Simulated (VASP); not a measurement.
A run of VASP 6.6.1 is set up as follows.

The input POSCAR:

```
CuO
1.0
    2.8795009639      0.0000000000      0.0000000000
    0.0390727580      2.8792794796      0.0000000000
    0.0174953863      0.0172449008      5.1763391994
Cu O
2 2
Direct
    0.5000000000      0.0000000000      0.5000000000
    0.0000000000      0.5000000000      0.0000000000
    0.0015760300      0.9983282200      0.2501129000
    0.9984239700      0.0016717800      0.7498871000
```

INCAR.step1

```
ALGO = Normal
EDIFF = 1E-4
ENCUT = 520
GGA = PE
ISMEAR = 0
ISPIN = 2
LASPH = True
LCHARG = False
LMAXMIX = 4
LREAL = False
LWAVE = True
MAGMOM = -0.61 0.61 0 0
NBANDS = 29
NELM = 150
PREC = Accurate
SIGMA = 0.1
```

File INCAR.step2:

```
ALGO = Normal
EDIFF = 1E-6
ENCUT = 520
ISIF = 2
ISMEAR = 0
ISPIN = 2
ISTART = 1
LASPH = True
LCHARG = False
LMAXMIX = 4
LMIXTAU = True
LORBIT = 11
LREAL = False
LWAVE = False
MAGMOM = -0.61 0.61 0 0
METAGGA = R2SCAN
NBANDS = 29
NELM = 150
PREC = Accurate
SIGMA = 0.1
```

KPOINTS

```
k-points
0
Gamma
  6 6 4
```

Potentials or basis: VASP PAW PBE potentials, release 64 (Cu, O).

Launch:

```bash
$ cat potpaw_PBE.64/Cu/POTCAR potpaw_PBE.64/O/POTCAR > POTCAR
$ cp INCAR.step1 INCAR
$ mpirun -np 1 vasp_std > vasp.out
$ cp INCAR.step2 INCAR
$ mpirun -np 1 vasp_std > vasp.out
```

Task: Estimate the pressure.

Result: 0.2 GPa.

Task: Estimate the largest force.

Result: 0.012 eV/Å.

Task: Estimate the band gap on the k mesh.

Result: Zero (filled and empty bands overlap).

Task: What does it give for the net moment?

Result: 0.00 μB per cell.

Forces in eV/Å, atoms in the order of the input:
```
Cu   0.000  0.000  0.000
Cu   0.000  0.000  0.000
O   -0.005  0.006 -0.010
O    0.005 -0.006  0.010
```

Caveat: the k points lie up to 0.36 Å⁻¹ apart; the PAW data sets were made with another functional, which shifts forces and pressure a little; semilocal functionals often make such compounds metallic where correlation or magnetic order opens a gap, which also shifts bond lengths. With open d or f shells a metallic result of r2SCAN can be an artefact of self-interaction; +U or a hybrid may open a gap.
